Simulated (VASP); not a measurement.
The system is In2O3.

```
CELL_PARAMETERS angstrom
-5.05850 5.05850 5.05850
5.05850 -5.05850 5.05850
5.05850 5.05850 -5.05850
ATOMIC_POSITIONS crystal
In 0.50000 0.50000 0.50000
In 0.50000 0.00000 0.00000
In 0.00000 0.50000 0.00000
In 0.00000 0.00000 0.50000
In 0.25000 0.71630 0.46630
In 0.75000 0.78370 0.03370
In 0.46630 0.25000 0.71630
In 0.03370 0.75000 0.78370
In 0.71630 0.46630 0.25000
In 0.78370 0.03370 0.75000
In 0.75000 0.28370 0.53370
In 0.25000 0.21630 0.96630
In 0.53370 0.75000 0.28370
In 0.96630 0.25000 0.21630
In 0.28370 0.53370 0.75000
In 0.21630 0.96630 0.25000
O 0.53540 0.77080 0.54700
O 0.72380 0.98840 0.95300
O 0.96460 0.51160 0.23540
O 0.77620 0.72920 0.26460
O 0.54700 0.53540 0.77080
O 0.95300 0.72380 0.98840
O 0.23540 0.96460 0.51160
O 0.26460 0.77620 0.72920
O 0.77080 0.54700 0.53540
O 0.98840 0.95300 0.72380
O 0.51160 0.23540 0.96460
O 0.72920 0.26460 0.77620
O 0.46460 0.22920 0.45300
O 0.27620 0.01160 0.04700
O 0.03540 0.48840 0.76460
O 0.22380 0.27080 0.73540
O 0.45300 0.46460 0.22920
O 0.04700 0.27620 0.01160
O 0.76460 0.03540 0.48840
O 0.73540 0.22380 0.27080
O 0.22920 0.45300 0.46460
O 0.01160 0.04700 0.27620
O 0.48840 0.76460 0.03540
O 0.27080 0.73540 0.22380
```

| Item | Value |
| --- | --- |
| Program | VASP 6.6.1 |
| Task | relaxation of volume and atoms at fixed shape |
| Functional | PBEsol |
| Potentials or basis | VASP PAW PBE potentials, release 64 (In_d, O) |
| Cutoff | 600 eV |
| k mesh | 2 × 2 × 2 |
| Occupations | gaussian, width 0.02 eV |
| Spin | no spin polarisation |

At the start: pressure 2.2 GPa; volume 12.94 Å³/atom.

Where does the relaxation end?

Over 13 steps the energy falls by 4.0 meV/atom and the volume is 13.15 Å³/atom (+1.6 %); space group Ia-3 (No. 206, to 0.1 Å) before and after.

The path:
```csv
step,energy change (eV),largest force (eV/Å),pressure (GPa),volume (Å³)
1,0.0000,0.3390,2.17,517.76
2,-0.0957,0.1651,-1.92,531.02
3,-0.1122,0.1910,-0.81,527.31
4,-0.1499,0.0766,-0.07,525.39
5,-0.1509,0.0758,0.10,525.01
6,-0.1569,0.0481,0.02,525.41
7,-0.1598,0.0308,-0.06,525.81
8,-0.1601,0.0309,-0.08,525.99
9,-0.1610,0.0206,0.11,525.41
10,-0.1610,0.0229,0.13,525.35
11,-0.1616,0.0280,-0.01,525.79
12,-0.1616,0.0281,-0.04,525.88
13,-0.1620,0.0025,0.00,525.81
```

Final structure:
```xyz
40
Lattice="-5.0846 5.0846 5.0846 5.0846 -5.0846 5.0846 5.0846 5.0846 -5.0846" Properties=species:S:1:pos:R:3 pbc="T T T"
In    2.5423    2.5423    2.5423
In    2.5423    7.6269   -2.5423
In    7.6269    2.5423   -2.5423
In    2.5423    2.5423   -2.5423
In    4.7387    0.0000    2.5423
In    0.3460    0.0000    7.6269
In    2.5423    4.7387    0.0000
In    7.6269    0.3460    0.0000
In    0.0000    2.5423    4.7387
In    0.0000    7.6269    0.3460
In    0.3460    5.0846    2.5423
In    4.7387    5.0846   -2.5423
In    2.5423    0.3460    5.0846
In   -2.5423    4.7387    5.0846
In    5.0846    2.5423    0.3460
In    5.0846   -2.5423    4.7387
O     3.9662    1.5716    3.8861
O     6.2030    3.5130    3.8861
O    -1.1184    3.5130    6.2831
O     1.1184    1.5716    6.2831
O     3.8861    3.9662    1.5716
O     3.8861    6.2030    3.5130
O     6.2831   -1.1184    3.5130
O     6.2831    1.1184    1.5716
O     1.5716    3.8861    3.9662
O     3.5130    3.8861    6.2030
O     3.5130    6.2831   -1.1184
O     1.5716    6.2831    1.1184
O     1.1184    3.5130    1.1985
O    -1.1184    1.5716    1.1985
O     6.2030    1.5716   -1.1985
O     3.9662    3.5130   -1.1985
O     1.1985    1.1184    3.5130
O     1.1985   -1.1184    1.5716
O    -1.1985    6.2030    1.5716
O    -1.1985    3.9662    3.5130
O     3.5130    1.1985    1.1184
O     1.5716    1.1985   -1.1184
O     1.5716   -1.1985    6.2030
O     3.5130   -1.1985    3.9662
```

Caveat: the k points lie up to 0.44 Å⁻¹ apart in the final cell; the PAW data sets were made with another functional, which shifts forces and pressure a little.
